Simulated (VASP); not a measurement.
# PPt: single point with PBEsol

The system is PPt.

```
Pt P
1.0
     3.58556    0.00000    0.00000
    -1.79278    3.10519    0.00000
     0.00000    0.00000    6.61722
Pt P
2 2
Direct
  0.66667 0.33333 0.98950
  0.33333 0.66667 0.48950
  0.66667 0.33333 0.63570
  0.33333 0.66667 0.13570
```

```json
{"Program": "VASP 6.6.1", "Task": "single point", "Functional": "PBEsol", "Potentials or basis": "VASP PAW PBE potentials, release 64 (Pt, P)", "Cutoff": "520 eV", "k mesh": "10 × 10 × 6", "Occupations": "gaussian, width 0.05 eV", "Spin": "no spin polarisation"}
```

The pressure is 0.0 GPa, the largest force is 0.009 eV/Å and the band gap on the k mesh is zero (bands 15 and 16 overlap by 3.91 eV).

Forces in eV/Å, atoms in the order of the input:
```
Pt   0.000  0.000 -0.009
Pt   0.000  0.000 -0.009
P    0.000  0.000  0.009
P    0.000  0.000  0.009
```

Levels at points of the mesh, in eV from the Fermi level:
```tsv
k point	band 11	band 12	band 13	band 14	band 15	band 16	band 17	band 18	band 19	band 20
(0.00, 0.00, 0.00)	-3.63	-3.62	-3.62	1.96	1.96	2.55	3.88	4.15	4.15	5.39
(0.50, 0.00, 0.00)	-3.14	-3.08	-2.64	-2.56	-1.99	-0.63	0.35	2.21	4.34	5.79
(0.00, 0.00, 0.50)	-3.83	-3.83	-1.00	-1.00	2.82	2.82	2.82	2.82	4.89	4.89
(0.50, 0.00, 0.50)	-3.26	-3.26	-2.96	-2.96	-0.37	-0.37	0.77	0.77	4.75	4.75
```

Run time: 2 min on 1 thread of Intel Xeon 8259CL, with other jobs on the host, peak memory 0.24 GiB.

Caveat: the PAW data sets were made with another functional, which shifts forces and pressure a little; spin-orbit coupling is left out, which moves the levels of the heavy elements.
